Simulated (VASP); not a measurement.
Here is a VASP 6.6.1 calculation.

Contents of POSCAR:

```
BN
1.0
    0.0000000000      1.7867772104      1.8125564011
    1.7867772104      0.0000000000      1.8125564011
    1.7867772104      1.7867772104      0.0000000000
B N
1 1
Direct
    0.0000000000      0.0000000000      0.0000000000
    0.2500000000      0.2500000000      0.2500000000
```

The input INCAR.step1:

```
SYSTEM = BN
ALGO = Normal ; EDIFF = 1E-5
ENCUT = 520 ; GGA = PE
ISIF = 2 ; ISMEAR = 0
LASPH = .True. ; LCHARG = .False.
LREAL = .False. ; LWAVE = .True.
NBANDS = 11 ; NELM = 60
PREC = Accurate ; SIGMA = 0.01
```

Contents of INCAR.step2:

```
SYSTEM = BN
ALGO = Normal ; EDIFF = 1E-6
ENCUT = 520 ; GGA = PE
HFSCREEN = 0.2079 ; ISIF = 2
ISMEAR = 0 ; ISTART = 1
LASPH = .True. ; LCHARG = .False.
LHFCALC = .True. ; LREAL = .False.
LWAVE = .False. ; NBANDS = 11
NELM = 60 ; PREC = Accurate
PRECFOCK = Normal ; SIGMA = 0.01
```

File KPOINTS:

```
k-points
0
Gamma
  8 8 8
  0 0 0
```

Potentials or basis: VASP PAW PBE potentials, release 64 (B, N).

Run with:

```sh
$ cat potpaw_PBE.64/B/POTCAR potpaw_PBE.64/N/POTCAR > POTCAR
$ cp INCAR.step1 INCAR
$ mpirun -np 1 vasp_std > vasp.out
$ cp INCAR.step2 INCAR
$ mpirun -np 1 vasp_std > vasp.out
```

(1) Estimate the band gap on the k mesh.

(2) Estimate the pressure.

## Answers

(1) 5.66 eV (least direct gap 10.57 eV).

(2) 2.4 GPa.

Caveat: the cell differs from its parent crystal (epitaxial xy strain -1.0%); the PAW data sets were made with another functional, which shifts forces and pressure a little.
